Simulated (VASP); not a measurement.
Input of a VASP 6.6.1 run:

Contents of INCAR:

```
PREC = Accurate
ENCUT = 520
EDIFF = 1E-6
ISMEAR = 0
SIGMA = 0.1
LREAL = F
LASPH = T
NELM = 80
ALGO = Normal
ISIF = 2
LWAVE = F
LCHARG = F
GGA = PE
NBANDS = 57
```

File KPOINTS:

```
regular mesh
0
Gamma
  4 4 4
```

Contents of POSCAR:

```
Hf3ZrS8
1.0
    6.6063709791     -3.6573633602      0.0000551983
    6.6063709791      3.6573633602      0.0000551983
   -6.6063135154      0.0000000000      6.3346772466
Zr Hf S
1 3 8
Direct
    0.0000000000      0.0000000000      0.0000000000
    0.5000000000      0.5000000000      0.0000000000
    0.5000000000      0.0000000000      0.5000000000
    0.0000000000      0.5000000000      0.5000000000
    0.4428321588      0.4428321588      0.6666664559
    0.9419664916      0.9419664916      0.6644364398
    0.9419749415      0.4453195036      0.1677735207
    0.4453195036      0.9419749415      0.1677735207
    0.0580250585      0.5546804964      0.8322264793
    0.5546804964      0.0580250585      0.8322264793
    0.5571678412      0.5571678412      0.3333335441
    0.0580335084      0.0580335084      0.3355635602
```

Potentials or basis: VASP PAW PBE potentials, release 64 (Zr_sv, Hf_pv, S).

Run with:

```sh
$ cat potpaw_PBE.64/Zr_sv/POTCAR potpaw_PBE.64/Hf_pv/POTCAR potpaw_PBE.64/S/POTCAR > POTCAR
$ mpirun -np 1 vasp_std > vasp.out
```

(1) Estimate the band gap on the k mesh.

(2) Estimate the largest force.

(3) Estimate the pressure.

Results:

(1) 1.17 eV, direct.

(2) 0.082 eV/Å.

(3) -0.3 GPa.

Caveat: spin-orbit coupling is left out, which moves the levels of the heavy elements.
